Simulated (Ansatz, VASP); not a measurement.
**One calculation of Si16Ge, two programs**

```xyz
17
Lattice="0.0000 5.4300 5.4300 5.4300 0.0000 5.4300 5.4300 5.4300 0.0000" Properties=species:S:1:pos:R:3 pbc="T T T"
Si    0.0001   -0.0005    0.0029
Si    1.3486    1.3479    1.3518
Si    2.7152    2.7144    0.0516
Si    4.0818    4.0811    1.3517
Si    2.7147    0.0478    2.7185
Si    4.0811    1.3486    4.0843
Si    5.3818    2.7149    2.7185
Si    6.7449    4.1148    4.1156
Si    0.0486    2.7140    2.7186
Si    1.3491    4.0805    4.0844
Si    2.7156    5.3810    2.7186
Si    4.1159    6.7439    4.1162
Si    2.7151    2.7145    5.3864
Si    4.1123    4.1119    6.7513
Si    5.4304    5.4288    5.4376
Si    6.7476    6.7472    6.7509
Ge    8.1457    8.1435    8.1544
```

Alike in both runs: functional PBEsol; k mesh 2 × 2 × 2; occupations gaussian, width 0.05 eV; no spin polarisation.

Ansatz relaxed the structure, and its values are those at the end. VASP's run is a single point on that final structure, the one shown.

```csv
,VASP,Ansatz
version,VASP 6.6.1,Ansatz 0.2.0
potentials or method,"VASP PAW PBE potentials, release 64 (Si, Ge_d), cutoff 520 eV","scalar-relativistic, plane waves, PAW"
valence electrons in the cell,78,78
```

|  | VASP | Ansatz | Ansatz less VASP |
| --- | --- | --- | --- |
| rms of the force components (eV/Å) | 0.007 | 0.007 | -0.0003 |

VASP's potentials were made for PBE, not for PBEsol, and Ansatz warns of the same on its side.

The k mesh is coarse, so the values compare programs but aren't converged.
